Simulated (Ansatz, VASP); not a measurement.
BeTe: VASP beside Ansatz

File INCAR:

```
SYSTEM = BeTe
  ALGO = Normal
  EDIFF = 1E-6
  ENCUT = 600
  GGA = PE
  GGA_COMPAT = .False.
  ISIF = 2
  ISMEAR = 0
  LASPH = .True.
  LCHARG = .False.
  LREAL = .False.
  LWAVE = .False.
  NBANDS = 11
  NELM = 120
  PREC = Accurate
  SIGMA = 0.02
```

Contents of KPOINTS:

```
k-points
0
Gamma
  8 8 8
  0 0 0
```

The input POSCAR:

```
BeTe
1.0
    0.0000000000      2.9017412000      2.9017412000
    2.9017412000      0.0000000000      2.9017412000
    2.9017412000      2.9017412000      0.0000000000
Be Te
1 1
Direct
    0.0000000000      0.0000000000      0.0000000000
    0.7500000000      0.7500000000      0.7500000000
```

Input for Ansatz:

```yaml
crystal:
  lattice:
    - [0.0, 2.9017412, 2.9017412]
    - [2.9017412, 0.0, 2.9017412]
    - [2.9017412, 2.9017412, 0.0]
  atoms:
    - { symbol: Be, position: [0.0, 0.0, 0.0] }
    - { symbol: Te, position: [0.75, 0.75, 0.75] }
basis:
  ecutwfc: 420
kpoints:
  mp_grid: { grid: [8, 8, 8] }
hamiltonian:
  xc: pbe
scf:
  occupations: { method: gaussian, width: 0.02 }
output:
  forces: true
  stress: true
  eigenvalues: true
  populations: true
```

Alike in both runs: task single point; functional PBE; k mesh 8 × 8 × 8; occupations gaussian, width 0.02 eV; no spin polarisation.

```csv
,VASP,Ansatz
version,VASP 6.6.1,Ansatz 0.2.0
potentials or method,"VASP PAW PBE potentials, release 64 (Be, Te), cutoff 600 eV","scalar-relativistic, plane waves, PAW"
valence electrons in the cell,8,18
```

VASP gave:

| Property | Result |
| --- | --- |
| gap on the k mesh at the Fermi level (eV) | 2.18 |
| least direct gap on the mesh (eV) | 3.19 |
| pressure (GPa) | -3.5 |

Question: What did Ansatz give for the same quantities?

Answer: gap on the k mesh at the Fermi level (eV): 2.19; least direct gap on the mesh (eV): 3.19; pressure (GPa): -3.6.

The functional is the same, so the differences come from potentials, cutoffs and numerics. VASP's potentials hold 8 valence electrons a cell and Ansatz's 18, so a difference there can come from the potentials and not from the codes.

Spin-orbit coupling is off throughout.
